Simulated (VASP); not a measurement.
# Cu (Pm-3m) in VASP: a series of runs

The runs below take Cu through single point, with BLYP.

All numbers are computed with VASP 6.6.1; they aren't measurements. Logs are shortened: lines on timing, memory, paths and dates and some standing lists are left out, and cuts for length are marked.

## (1) The cell of the first run

The structure is cubic, space group Pm-3m (No. 221). The conventional cell has a = 2.423 Å, b = 2.423 Å, c = 2.423 Å, α = 90.00°, β = 90.00°, γ = 90.00°. Within 3.2 Å of Cu (site symmetry m-3m) lie 6 Cu at 2.42 Å.

## (2) Single point, BLYP (volume scaled by 0.96)

The input, INCAR:

```
AGGAC = 1.0
AGGAX = 1.0
ALDAC = 0.0
ALDAX = 1.0
ALGO = Normal
EDIFF = 1E-6
ENCUT = 520
GGA = B5
ISIF = 2
ISMEAR = -1
LASPH = T
LCHARG = F
LREAL = F
LWAVE = F
NBANDS = 12
NELM = 60
PREC = Accurate
SIGMA = 0.1
```

The input, KPOINTS:

```
k-points
0
Gamma
  14 14 14
```

The input, POSCAR:

```
Cu
1.0
    2.4225525138      0.0000000000      0.0000000000
    0.0000000000      2.4225525138      0.0000000000
    0.0000000000      0.0000000000      2.4225525138
Cu
1
Direct
    0.0000000000      0.0000000000      0.0000000000
```

Potentials or basis: VASP PAW PBE potentials, release 64 (Cu).

Command:

```console
cat potpaw_PBE.64/Cu/POTCAR > POTCAR
mpirun -np 1 vasp_std > vasp.out
```

OUTCAR:

```text
EDIFF = 1E-6
   ENCUT = 520
   GGA = B5
   ISIF = 2
   ISMEAR = -1
   LASPH = T
   LREAL = F
   NELM = 60
   PREC = Accurate

 ion  position               nearest neighbor table
   1  0.000  0.000  0.000-

  LATTYP: Found a simple cubic cell.
 ALAT       =     2.4225525138

  Lattice vectors:

 A1 = (   2.4225525138,   0.0000000000,   0.0000000000)
 A2 = (   0.0000000000,   2.4225525138,   0.0000000000)
 A3 = (   0.0000000000,   0.0000000000,   2.4225525138)

Analysis of symmetry for initial positions (statically):
=====================================================================
 Subroutine PRICEL returns:
 Original cell was already a primitive cell.

 Routine SETGRP: Setting up the symmetry group for a
 simple cubic supercell.

 Subroutine GETGRP returns: Found 48 space group operations
 (whereof 48 operations were pure point group operations)
 out of a pool of 48 trial point group operations.

The static configuration has the point symmetry O_h .

Analysis of symmetry for dynamics (positions and initial velocities):
=====================================================================
 Subroutine PRICEL returns:
 Original cell was already a primitive cell.

 Routine SETGRP: Setting up the symmetry group for a
 simple cubic supercell.

 Subroutine GETGRP returns: Found 48 space group operations
 (whereof 48 operations were pure point group operations)
 out of a pool of 48 trial point group operations.

The dynamic configuration has the point symmetry O_h .

 Subroutine INISYM returns: Found 48 space group operations
 (whereof 48 operations are pure point group operations),
 and found     1 'primitive' translations

----------------------------------------------------------------------------------------

                                     Primitive cell

  volume of cell :      14.2174

  direct lattice vectors                    reciprocal lattice vectors
     2.422552514  0.000000000  0.000000000     0.412787749  0.000000000  0.000000000
     0.000000000  2.422552514  0.000000000     0.000000000  0.412787749  0.000000000
     0.000000000  0.000000000  2.422552514     0.000000000  0.000000000  0.412787749

  length of vectors
     2.422552514  2.422552514  2.422552514     0.412787749  0.412787749  0.412787749

  position of ions in fractional coordinates (direct lattice)
     0.000000000  0.000000000  0.000000000

  ion indices of the primitive-cell ions
   primitive index   ion index
                 1           1

----------------------------------------------------------------------------------------

 KPOINTS: k-points

Automatic generation of k-mesh.
 Grid dimensions read from file:
 generate k-points for:   14   14   14

 Generating k-lattice:

  Cartesian coordinates                     Fractional coordinates (reciprocal lattice)
     0.029484839  0.000000000  0.000000000     0.071428571  0.000000000  0.000000000
     0.000000000  0.029484839  0.000000000     0.000000000  0.071428571  0.000000000
     0.000000000  0.000000000  0.029484839     0.000000000  0.000000000  0.071428571

  Length of vectors
     0.029484839  0.029484839  0.029484839

  Shift w.r.t. Gamma in fractional coordinates (k-lattice)
     0.000000000  0.000000000  0.000000000

 Subroutine IBZKPT returns following result:
 ===========================================

 Found    120 irreducible k-points:

 Following reciprocal coordinates:
            Coordinates               Weight
  0.000000  0.000000  0.000000      1.000000
  0.071429  0.000000  0.000000      6.000000
  0.142857  0.000000  0.000000      6.000000
  0.214286  0.000000  0.000000      6.000000
  0.285714  0.000000  0.000000      6.000000
  0.357143  0.000000  0.000000      6.000000
[... 16 lines left out ...]
  0.285714  0.214286  0.000000     24.000000
  0.357143  0.214286  0.000000     24.000000
 [... further k-points ...]
   k-points           NKPTS =    120   k-points in BZ     NKDIM =    120   number of bands    NBANDS=     12
   number of dos      NEDOS =    301   number of ions     NIONS =      1
   total plane-waves  NPLWV =   5832
   dimension x,y,z NGX =    18 NGY =   18 NGZ =   18
   dimension x,y,z NGXF=    36 NGYF=   36 NGZF=   36
   ions per type =               1
   NGX,Y,Z   is equivalent  to a cutoff of  12.35, 12.35, 12.35 a.u.
   NGXF,Y,Z  is equivalent  to a cutoff of  24.70, 24.70, 24.70 a.u.
 SYSTEM =  unknown system
   PREC   = accura    normal or accurate (medium, high low for compatibility)
   ISTART =      0    job   : 0-new  1-cont  2-samecut
   ICHARG =      2    charge: 1-file 2-atom 10-const
   ISPIN  =      1    spin polarized calculation?
   LNONCOLLINEAR =      F non collinear calculations
   LSORBIT =      F    spin-orbit coupling
   LASPH  =      T    aspherical Exc in radial PAW
   ENCUT  =  520.0 eV  38.22 Ry    6.18 a.u.   4.50  4.50  4.50*2*pi/ulx,y,z
   NELM   =     60;   NELMIN=  2; NELMDL= -5     # of ELM steps
   EDIFF  = 0.1E-05   stopping-criterion for ELM
   LREAL  =      F    real-space projection
   EDIFFG = 0.1E-04   stopping-criterion for IOM
   NSW    =      0    number of steps for IOM
   IBRION =     -1    ionic relax: 0-MD 1-quasi-New 2-CG
   NFREE  =      0    steps in history (QN), initial steepest desc. (CG)
   ISIF   =      2    stress and relaxation
   ISYM   =      2    0-nonsym 1-usesym 2-fastsym
   POTIM  = 0.5000    time-step for ionic-motion
   TEBEG  =    0.0;   TEEND  =   0.0 temperature during run
   PSTRESS=    0.0 pullay stress
   NELECT =      11.0000    total number of electrons
   NUPDOWN=      -1.0000    fix difference up-down
   EMIN   =  10.00;   EMAX   =-10.00  energy-range for DOS
   EFERMI =   0.00;   METHOD = LEGACY
   ISMEAR =    -1;   SIGMA  =   0.10  broadening in eV -4-tet -1-fermi 0-gaus
   EFERMI_NEDOS =   21; number of points for ismear=-14 and -15
   IALGO  =     38    algorithm
   IMIX   =      4    mixing-type and parameters
     AMIX     =   0.40;   BMIX     =  1.00
     AMIX_MAG =   1.60;   BMIX_MAG =  1.00
  volume/ion in A,a.u.               =      14.22        95.94
  Fermi-wavevector in a.u.,A,eV,Ry     =   1.502908  2.840085 30.731939  2.258734
  Thomas-Fermi vector in A             =   2.614088
   LORBIT       =      0    0 simple, 1 ext, 2 COOP (PROOUT), +10 PAW based schemes
   GGA     = B5    functional components
   LHFCALC =     F    Hartree Fock is set to
   AEXX    =    0.0000 exact exchange contribution
   IVDW    =     0    specifies the selected vdW correction
   LEPSILON=     F    determine dielectric tensor
   LRPA    =     F    only Hartree local field effects (RPA)
 non-spin polarized calculation
  energy-cutoff  :      520.00
  volume of cell :       14.22
 maximum number of plane-waves:       402
   NGX =  9   NGY =  9   NGZ =  9

 number of electron      10.9999999 magnetization

 Free energy of the ion-electron system (eV)
  ---------------------------------------------------
  ext. energy  EPLUGINS =         0.00000000
  ---------------------------------------------------
  free energy    TOTEN  =        -2.66575765 eV

  energy without entropy =       -2.65679468  energy(sigma->0) =       -2.66127616

 E-fermi :   5.8399     XC(G=0): -11.0138

 val. band max:        5.8306489995   @ k =   0.4286   0.2143   0.0714
 cond. band min:       5.8667935607   @ k =   0.3571   0.3571   0.0000
 fundamental gap:      0.0361445612
 Fermi energy:         5.8399188057

 k-point     1 :       0.0000    0.0000    0.0000
  band No.  band energies     occupation
      1      -1.9629      2.00000
      2       2.0351      2.00000
      3       2.0351      2.00000
      4       4.4272      2.00000
      5       4.4272      2.00000
      6       4.4272      2.00000
      7      23.0768      0.00000
      8      23.0768      0.00000
      9      23.0768      0.00000
     10      26.7104      0.00000
     11      26.7104      0.00000
     12      30.6601      0.00000

 k-point     2 :       0.0714    0.0000    0.0000
  band No.  band energies     occupation
      1      -1.8263      2.00000
      2       2.0497      2.00000
      3       2.0857      2.00000
      4       4.3879      2.00000
      5       4.3879      2.00000
      6       4.4304      2.00000
      7      21.2800      0.00000
      8      23.2524      0.00000
      9      23.2524      0.00000
     10      26.7736      0.00000
     11      27.9906      0.00000
     12      31.4358      0.00000

 k-point     3 :       0.1429    0.0000    0.0000
  band No.  band energies     occupation
      1      -1.4246      2.00000
      2       2.0906      2.00000
      3       2.2352      2.00000
      4       4.2793      2.00000
      5       4.2793      2.00000
      6       4.4394      2.00000
      7      18.4466      0.00000
      8      23.7688      0.00000
      9      23.7688      0.00000
     10      26.9649      0.00000
     11      28.9807      0.00000
     12      34.0460      0.00000
[... 286 lines left out ...]
 k-point    23 :       0.2857    0.2143    0.0000
  band No.  band energies     occupation
      1       1.0067      2.00000
      2       2.4928      2.00000
      3       3.0393      2.00000
      4       3.9341      2.00000
      5       4.0032      2.00000
      6       4.1918      2.00000
      7      13.9380      0.00000
      8      18.1242      0.00000
      9      27.1886      0.00000
     10      28.3388      0.00000
     11      29.5855      0.00000
     12      37.6260      0.00000

 k-point    24 :       0.3571    0.2143    0.0000
  band No.  band energies     occupation
      1       1.6296      2.00000
      2       2.5441      2.00000
      3       3.1134      2.00000
      4       3.8679      2.00000
      5       4.2089      2.00000
      6       4.5202      2.00000
      7      11.5807      0.00000
      8      19.1997      0.00000
      9      26.1036      0.00000
     10      28.5050      0.00000
     11      30.1666      0.00000
     12      36.3862      0.00000

 [... further k-points ...]
[... 5 lines left out ...]
  --------------------------------------------------------------------------------------
  -------------------------------------------------------------------------------------
  Total        0.3889069      0.3889069      0.3889069      0.0000000      0.0000000     -0.0000000
  in kB       43.8264795     43.8264795     43.8264795      0.0000000      0.0000000     -0.0000000
  external PRESSURE =      43.8264795 kB  Pullay stress =       0.0000000 kB

 VOLUME and BASIS-vectors are now :
 -----------------------------------------------------------------------------
  energy-cutoff  :      520.00
  volume of cell :       14.22
      direct lattice vectors                 reciprocal lattice vectors
     2.422552514  0.000000000  0.000000000     0.412787749  0.000000000  0.000000000
     0.000000000  2.422552514  0.000000000     0.000000000  0.412787749  0.000000000
     0.000000000  0.000000000  2.422552514     0.000000000  0.000000000  0.412787749

 POSITION                                       TOTAL-FORCE (eV/Angst)
 -----------------------------------------------------------------------------------
      0.00000      0.00000      0.00000         0.000000      0.000000      0.000000
 -----------------------------------------------------------------------------------
    total drift:                                0.000000      0.000000      0.000000

  FREE ENERGIE OF THE ION-ELECTRON SYSTEM (eV)
  ---------------------------------------------------
  free  energy   TOTEN  =        -2.6657576471 eV

  energy  without entropy=       -2.6567946823  energy(sigma->0) =       -2.66127616
```

Wall time 9.3 s (1 thread of Intel Xeon 6975P-C, shared host); peak memory 0.13 GiB.

Results:

```yaml
Free_energy: -2.6658 eV
Pressure: 4.4 GPa
```

Caveat: the cell differs from its parent crystal (volume scaled by 0.96); the PAW data sets were made with another functional, which shifts forces and pressure a little.

## (3) Single point, BLYP

This run uses another cell than the first one, of 14.81 Å³/atom, 1.042 times its volume.

The input, INCAR:

```
PREC     = Accurate       # precision mode
ENCUT    = 520            # plane-wave cutoff, eV
EDIFF    = 1E-6           # SCF threshold, eV
ISMEAR   = -1             # smearing method
SIGMA    = 0.1            # smearing width, eV
LREAL    = F              # projectors in reciprocal space
LASPH    = T              # aspherical terms in the spheres
NELM     = 80             # most SCF steps
ALGO     = Normal         # electronic algorithm
ISIF     = 2              # what is computed and relaxed
LWAVE    = F              # write WAVECAR
LCHARG   = F              # write CHGCAR
GGA      = B5             # functional
ALDAX    = 1.0          
AGGAX    = 1.0          
AGGAC    = 1.0          
ALDAC    = 0.0          
NBANDS   = 12             # bands
```

The input, KPOINTS:

```
regular mesh
0
Gamma
  14 14 14
```

The input, POSCAR:

```
Cu
1.0
    2.4557422890      0.0000000000      0.0000000000
    0.0000000000      2.4557422890      0.0000000000
    0.0000000000      0.0000000000      2.4557422890
Cu
1
Direct
    0.0000000000      0.0000000000      0.0000000000
```

Potentials or basis: VASP PAW PBE potentials, release 64 (Cu).

Command:

```console
cat potpaw_PBE.64/Cu/POTCAR > POTCAR
mpirun -np 1 vasp_std > vasp.out
```

Run time: 12 s. Hardware: 1 thread of Intel Xeon 6975P-C, shared host; peak memory 0.13 GiB.

The run converged. Its results:

```
Free energy : -2.6742 eV
Pressure    : 0.4 GPa
```

Levels at points of the mesh, in eV from the Fermi level:
```csv
k point,band 2,band 3,band 4,band 5,band 6,band 7,band 8,band 9
"(0.00, 0.00, 0.00)",-3.65,-3.65,-1.40,-1.40,-1.40,16.80,16.80,16.80
"(0.50, 0.00, 0.00)",-3.37,-2.09,-2.09,-1.34,-0.91,1.68,22.64,22.64
"(0.50, 0.50, 0.00)",-3.18,-1.96,-1.96,-0.89,4.21,4.21,7.83,10.07
"(0.50, 0.50, 0.50)",-3.33,-3.33,-0.85,-0.85,9.44,9.44,9.44,13.75
```

Caveat: the PAW data sets were made with another functional, which shifts forces and pressure a little.

## (4) Single point, BLYP (volume scaled by 1.04)

The input, INCAR:

```
SYSTEM = Cu
PREC     = Accurate       ! precision mode
ENCUT    = 520            ! plane-wave cutoff, eV
EDIFF    = 1E-6           ! SCF threshold, eV
ISMEAR   = -1             ! smearing method
SIGMA    = 0.1            ! smearing width, eV
LREAL    = .FALSE.        ! projectors in reciprocal space
LASPH    = .TRUE.         ! aspherical terms in the spheres
NELM     = 60             ! most SCF steps
ALGO     = Normal         ! electronic algorithm
ISIF     = 2              ! what is computed and relaxed
LWAVE    = .FALSE.        ! write WAVECAR
LCHARG   = .FALSE.        ! write CHGCAR
GGA      = B5             ! functional
ALDAX    = 1.0          
AGGAX    = 1.0          
AGGAC    = 1.0          
ALDAC    = 0.0          
NBANDS   = 12             ! bands
```

The input, KPOINTS:

```
regular mesh
0
G
  14 14 14
  0 0 0
```

The input, POSCAR:

```
Cu
1.0
    2.4880583934      0.0000000000      0.0000000000
    0.0000000000      2.4880583934      0.0000000000
    0.0000000000      0.0000000000      2.4880583934
Cu
1
Direct
    0.0000000000      0.0000000000      0.0000000000
```

Command:

```console
cat potpaw_PBE.64/Cu/POTCAR > POTCAR
mpirun -np 1 vasp_std > vasp.out
```

It took 14 s on 1 thread of Intel Xeon 6975P-C, shared host; peak memory 0.14 GiB.

Results (log left out):

- Free energy: -2.6703 eV
- Pressure: -2.6 GPa

Levels at points of the mesh, in eV from the Fermi level:
```csv
k point,band 1,band 2,band 3,band 4,band 5,band 6,band 7,band 8,band 9,band 10
"(0.00, 0.00, 0.00)",-7.32,-3.50,-3.50,-1.38,-1.38,-1.38,16.39,16.39,16.39,19.92
"(0.50, 0.00, 0.00)",-3.94,-3.24,-2.03,-2.03,-1.33,-0.79,1.55,22.00,22.00,22.71
"(0.50, 0.50, 0.00)",-3.73,-3.07,-1.91,-1.91,-0.90,4.15,4.15,7.45,9.89,27.81
"(0.50, 0.50, 0.50)",-3.20,-3.20,-3.20,-0.87,-0.87,9.18,9.18,9.18,13.62,14.76
```

Caveat: the cell differs from its parent crystal (volume scaled by 1.04); the PAW data sets were made with another functional, which shifts forces and pressure a little.

(Part 1 of 2 ends here.)
